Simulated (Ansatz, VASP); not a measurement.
**One calculation of AlNi, two programs**

```xyz
6
Lattice="0.0000 -2.8927 0.0000 0.0000 0.0000 -2.8927 10.6782 -0.9642 -0.9642" Properties=species:S:1:pos:R:3 pbc="T T T"
Al    6.5086   -2.8927    0.0000
Al    0.7232   -2.8927    0.0000
Al    3.6159   -2.8927    0.0000
Ni    7.9550   -1.4464   -1.4464
Ni    2.1695   -1.4464   -1.4464
Ni    5.0623   -1.4464   -1.4464
```

Alike in both runs: task single point; functional PBE; k mesh 15 × 15 × 5; occupations gaussian, width 0.15 eV; no spin polarisation.

|  | VASP | Ansatz |
| --- | --- | --- |
| version | VASP 6.6.1 | Ansatz 0.2.0 |
| potentials or method | VASP PAW PBE potentials, release 64 (Al, Ni), cutoff 520 eV | scalar-relativistic, plane waves, PAW |
| valence electrons in the cell | 39 | 63 |

VASP gave:

| Item | Value |
| --- | --- |
| gap on the k mesh at the Fermi level (eV) | none |
| pressure (GPa) | -5.4 |
| traceless stress, the component that is largest in VASP (GPa) | -0.39 |
| rms of the force components (eV/Å) | 0.239 |

Task: Estimate Ansatz's values.

Result: gap on the k mesh at the Fermi level (eV): none; pressure (GPa): -5.5; traceless stress, the component that is largest in VASP (GPa): -0.39; rms of the force components (eV/Å): 0.242.

Atom by atom the forces differ by 0.004 eV/Å (rms over components). A gap of «none» marks a metal or a gap that the smearing closes. VASP's potentials hold 39 valence electrons a cell and Ansatz's 63, so a difference there can come from the potentials and not from the codes.
